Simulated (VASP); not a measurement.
# RbBr (I4/mmm) in VASP: notebook, part 2 of 3

VASP 6.6.1. The steps go on from the part before.

## 4. Single point, LDA (strain -0.080 along x and y, +0.040 along z)

Contents of INCAR:

```
SYSTEM = RbBr
PREC = Accurate
ENCUT = 520
EDIFF = 1E-6
ISMEAR = 0
SIGMA = 0.05
LREAL = .False.
LASPH = .True.
NELM = 80
ALGO = Normal
ISIF = 2
LWAVE = .False.
LCHARG = .False.
GGA = CA
NBANDS = 15
```

Contents of KPOINTS:

```
Automatic mesh
0
Gamma
  6 6 6
  0 0 0
```

Contents of POSCAR:

```
RbBr
1.0
    0.0000000000      3.1533000000      3.5646000000
    3.1533000000      0.0000000000      3.5646000000
    3.1533000000      3.1533000000      0.0000000000
Rb Br
1 1
Direct
    0.0000000000      0.0000000000      0.0000000000
    0.5000000000      0.5000000000      0.5000000000
```

Potentials or basis: VASP PAW LDA potentials, release 64 (Rb_sv, Br).

On the command line:

```sh
$ cat potpaw_LDA.64/Rb_sv/POTCAR potpaw_LDA.64/Br/POTCAR > POTCAR
$ mpirun -np 1 vasp_std > vasp.out
```

OUTCAR:

```text
SYSTEM = RbBr
   PREC = Accurate
   ENCUT = 520
   EDIFF = 1E-6
   ISMEAR = 0
   LREAL = .False.
   LASPH = .True.
   NELM = 80
   ISIF = 2
   GGA = CA

 ion  position               nearest neighbor table
   1  0.000  0.000  0.000-   2 3.15   2 3.15   2 3.15   2 3.15   2 3.56   2 3.56
   2  0.500  0.500  0.500-   1 3.15   1 3.15   1 3.15   1 3.15   1 3.56   1 3.56

  LATTYP: Found a body centered tetragonal cell.
 ALAT       =     4.4594396262
 C/A-ratio  =     1.5986762009

  Lattice vectors:

 A1 = (  -3.1533000000,   0.0000000000,   3.5646000000)
 A2 = (   3.1533000000,   0.0000000000,   3.5646000000)
 A3 = (   0.0000000000,   3.1533000000,  -3.5646000000)

Analysis of symmetry for initial positions (statically):
=====================================================================
 Subroutine PRICEL returns:
 Original cell was already a primitive cell.

 Routine SETGRP: Setting up the symmetry group for a
 body centered tetragonal supercell.

 Subroutine GETGRP returns: Found 16 space group operations
 (whereof 16 operations were pure point group operations)
 out of a pool of 16 trial point group operations.

The static configuration has the point symmetry D_4h.

Analysis of symmetry for dynamics (positions and initial velocities):
[... 172 lines left out ...]
      5      -9.5639      2.00000
      6      -1.5305      2.00000
      7      -1.3029      2.00000
      8      -1.3029      2.00000
      9       2.8108      0.00000
     10       5.1063      0.00000
     11       5.9356      0.00000
     12       5.9356      0.00000
     13       6.4870      0.00000
     14       7.0184      0.00000
[... 401 lines left out ...]
      2     -13.7546      2.00000
      3      -9.8617      2.00000
      4      -9.7527      2.00000
      5      -9.6451      2.00000
      6      -1.9590      2.00000
      7      -1.7724      2.00000
      8      -1.6462      2.00000
      9       4.1855      0.00000
     10       5.9215      0.00000
     11       7.5877      0.00000
     12       8.4182      0.00000
     13       8.6345      0.00000
     14       9.2021      0.00000
     15      10.1312      0.00000

 [... further k-points ...]
[... 5 lines left out ...]
  --------------------------------------------------------------------------------------
  -------------------------------------------------------------------------------------
  Total        1.6786351      1.6786351     -0.7357388      0.0000000      0.0000000     -0.0000000
  in kB       37.9398410     37.9398410    -16.6288742      0.0000000      0.0000000     -0.0000000
  external PRESSURE =      19.7502693 kB  Pullay stress =       0.0000000 kB

 VOLUME and BASIS-vectors are now :
 -----------------------------------------------------------------------------
  energy-cutoff  :      520.00
  volume of cell :       70.89
      direct lattice vectors                 reciprocal lattice vectors
     0.000000000  3.153300000  3.564600000    -0.158564044  0.158564044  0.140268193
     3.153300000  0.000000000  3.564600000     0.158564044 -0.158564044  0.140268193
     3.153300000  3.153300000  0.000000000     0.158564044  0.158564044 -0.140268193

 POSITION                                       TOTAL-FORCE (eV/Angst)
 -----------------------------------------------------------------------------------
      0.00000      0.00000      0.00000        -0.000000     -0.000000     -0.000000
      3.15330      3.15330      3.56460         0.000000      0.000000      0.000000
 -----------------------------------------------------------------------------------
    total drift:                                0.000000      0.000000      0.000000

  FREE ENERGIE OF THE ION-ELECTRON SYSTEM (eV)
  ---------------------------------------------------
  free  energy   TOTEN  =        -6.6047297176 eV

  energy  without entropy=       -6.6047297176  energy(sigma->0) =       -6.60472972
```

OSZICAR:

```text
N       E                     dE             d eps       ncg     rms          rms(c)
DAV:   1     0.793790915162E+02    0.79379E+02   -0.66334E+03   900   0.916E+02
DAV:   2    -0.157248070873E+01   -0.80952E+02   -0.73885E+02  1286   0.167E+02
DAV:   3    -0.669152053776E+01   -0.51190E+01   -0.50951E+01  1210   0.420E+01
DAV:   4    -0.683245109740E+01   -0.14093E+00   -0.14092E+00  1270   0.653E+00
DAV:   5    -0.683346232086E+01   -0.10112E-02   -0.10112E-02  1260   0.554E-01    0.437E+00
DAV:   6    -0.663304146977E+01    0.20042E+00   -0.23311E-01  1054   0.234E+00    0.298E+00
DAV:   7    -0.660435190812E+01    0.28690E-01   -0.96508E-02  1145   0.160E+00    0.116E+00
DAV:   8    -0.660459298789E+01   -0.24108E-03   -0.83436E-03  1007   0.510E-01    0.911E-02
DAV:   9    -0.660466827694E+01   -0.75289E-04   -0.26620E-04  1237   0.998E-02    0.539E-02
DAV:  10    -0.660472918935E+01   -0.60912E-04   -0.83926E-05   973   0.462E-02    0.127E-02
DAV:  11    -0.660472952096E+01   -0.33162E-06   -0.13799E-05  1103   0.204E-02    0.297E-03
DAV:  12    -0.660472971762E+01   -0.19666E-06   -0.12364E-06   943   0.723E-03
   1 F= -.66047297E+01 E0= -.66047297E+01  d E =-.221895E-18
```

stdout:

```text
POSCAR found type information on POSCAR RbBr
 POSCAR found :  2 types and       2 ions
 scaLAPACK will be used
 LDA part: xc-table for (Slater(with rela. corr.)+CA(PZ))
 , standard interpolation
 POSCAR, INCAR and KPOINTS ok, starting setup
 FFT: planning ... GRIDC
 FFT: planning ... GRID_SOFT
 FFT: planning ... GRID
 WAVECAR not read
 entering main loop
```

Run time: 10 s. Hardware: 1 thread of Intel Xeon 6975P-C (Granite Rapids), shared host; peak memory 0.18 GiB.

What came out:

| Item | Value |
| --- | --- |
| Free energy | -6.6047 eV |
| Pressure | 2.0 GPa |
| Band gap on the k mesh | 4.11 eV, direct |

Stress tensor (GPa, compression positive):
```
 3.79  0.00  0.00
 0.00  3.79  0.00
 0.00  0.00 -1.66
```

Levels at points of the mesh, in eV from the valence-band top:
```csv
k point,band 5,band 6,band 7,band 8,band 9,band 10,band 11,band 12
"(0.00, 0.00, 0.00)",-8.26,-0.23,0.00,0.00,4.11,6.41,7.24,7.24
"(0.50, 0.00, 0.00)",-8.13,-1.43,-0.64,-0.64,6.63,7.65,9.58,9.62
"(0.50, 0.50, 0.00)",-8.40,-0.81,-0.11,-0.11,5.10,7.24,9.05,9.05
"(0.50, 0.00, 0.50)",-8.35,-0.45,-0.39,-0.19,5.00,7.19,9.41,9.43
```

Caveat: the cell differs from its parent crystal (strain -0.080 along x and y, +0.040 along z).

(Continued in part 3 of 3.)
